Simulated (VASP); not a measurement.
La8ZnGa7O24 (a cell with a defect): single point with PBEsol

The system is La8ZnGa7O24 (a cell with a defect).

```
La Zn Ga O
1.0
     7.72931    0.00000    0.00000
     0.00000    7.72931    0.00000
     0.00000    0.00000    7.72931
La Zn Ga O
8 1 7 24
Direct
  0.01442 0.99828 0.02367
  0.02190 0.99815 0.51748
  0.98581 0.50538 0.98206
  0.94634 0.50211 0.49467
  0.50952 0.99228 0.00855
  0.51914 0.98403 0.52268
  0.49321 0.50591 0.97458
  0.28126 0.30412 0.28812
  0.54394 0.50411 0.56651
  0.25714 0.25010 0.75282
  0.25822 0.76003 0.25532
  0.25336 0.74250 0.74066
  0.75141 0.24992 0.24754
  0.75340 0.24240 0.75302
  0.73332 0.74093 0.24921
  0.75384 0.75477 0.75396
  0.22161 0.31115 0.98618
  0.28042 0.16103 0.52950
  0.23250 0.70169 0.98491
  0.26706 0.80183 0.50070
  0.81654 0.21846 0.99411
  0.68070 0.29554 0.49539
  0.77280 0.78425 0.99935
  0.70208 0.70056 0.50141
  0.98869 0.21895 0.30263
  0.99992 0.28603 0.70062
  0.98581 0.79689 0.27635
  0.99877 0.71100 0.71959
  0.52881 0.26148 0.15935
  0.50907 0.20746 0.79180
  0.48996 0.69986 0.21586
  0.50472 0.78329 0.77321
  0.27488 0.99952 0.20658
  0.21484 0.99589 0.80331
  0.13889 0.54971 0.26558
  0.31749 0.49359 0.67375
  0.71074 0.99134 0.28121
  0.78212 0.99781 0.70783
  0.78259 0.50050 0.21038
  0.72509 0.49852 0.77753
```

| Property | Result |
| --- | --- |
| Program | VASP 6.6.1 |
| Task | single point |
| Functional | PBEsol |
| Potentials or basis | VASP PAW PBE potentials, release 64 (La, Zn, Ga_d, O) |
| Cutoff | 520 eV |
| k mesh | 1 × 1 × 1, shifted |
| Occupations | fermi-dirac, width 0.05 eV |
| Spin | collinear spin |

| Property | Result |
| --- | --- |
| Pressure | 10.4 GPa |
| Largest force | 0.204 eV/Å |
| Band gap on the k mesh | 0.34 eV |
| Net moment | -0.98 μB per cell |
| Site moments | La -0.00, +0.00, -0.04 (each value once); Zn -0.00; Ga -0.00, +0.00 (each value once); O -0.01, -0.03, -0.00, +0.00, -0.32, -0.04, -0.02, -0.25, -0.08 (each value once) μB |
| Valence electrons inside the program's atomic spheres | La 8.64, 8.67, 8.69, 8.63, 8.66, 9.02 (each value once); Zn 10.80; Ga 11.77, 11.82, 11.73, 11.79, 11.76, 11.78, 11.83; O 5.04, 5.12, 5.02, 5.06, 5.05, 4.99, 5.03, 4.96, 5.10, 4.98, 5.01, 5.07 (each value once) |

Forces in eV/Å, atoms in the order of the input:
```
La   0.041  0.078 -0.060
La   0.077  0.009 -0.038
La   0.058 -0.064  0.051
La   0.022 -0.016 -0.002
La  -0.045  0.047 -0.069
La  -0.101  0.018  0.079
La  -0.020 -0.006 -0.019
La   0.019 -0.082  0.026
Zn  -0.033  0.015 -0.031
Ga  -0.014 -0.028 -0.003
Ga   0.044  0.000  0.010
Ga   0.005  0.031 -0.013
Ga   0.063  0.028 -0.007
Ga   0.000 -0.011  0.013
Ga  -0.006 -0.063 -0.022
Ga  -0.002  0.021  0.027
O   -0.017  0.004 -0.006
O   -0.022  0.080 -0.048
O   -0.019 -0.035  0.019
O    0.014  0.014 -0.023
O   -0.050 -0.002  0.029
O   -0.011 -0.016 -0.016
O    0.017 -0.007 -0.028
O   -0.002  0.046  0.012
O    0.001 -0.008 -0.026
O   -0.038  0.018 -0.008
O   -0.166 -0.005  0.118
O    0.033 -0.008 -0.045
O    0.013  0.001  0.017
O    0.039 -0.018  0.020
O    0.057  0.007 -0.035
O   -0.028 -0.034  0.034
O    0.014 -0.033 -0.021
O    0.025 -0.079  0.077
O   -0.010  0.043  0.004
O   -0.033 -0.004  0.020
O    0.026  0.008  0.006
O    0.027 -0.009 -0.017
O    0.013  0.050 -0.026
O    0.009  0.008  0.001
```

Stress tensor (GPa, compression positive):
```
10.57 -2.12 -1.35
-2.12  9.50 -2.36
-1.35 -2.36 11.10
```

Levels at points of the mesh, in eV from the valence-band top:
Spin up:
```tsv
k point	band 164	band 165	band 166	band 167	band 168	band 169	band 170	band 171
(0.25, 0.25, 0.25)	-0.31	-0.23	-0.18	-0.09	0.37	4.02	4.68	4.78
```
Spin down:
| k point | band 165 | band 166 | band 167 | band 168 | band 169 | band 170 | band 171 | band 172 |
| --- | --- | --- | --- | --- | --- | --- | --- | --- |
| (0.25, 0.25, 0.25) | -0.28 | -0.22 | -0.14 | -0.07 | 4.01 | 4.67 | 4.77 | 4.95 |

Wall time 30 min on 1 thread of Intel(R) Xeon(R) 6975P-C (Granite Rapids), with other jobs on the host, peak memory 0.96 GiB.

Caveat: the PAW data sets were made with another functional, which shifts forces and pressure a little; spin-orbit coupling is left out, which moves the levels of the heavy elements.
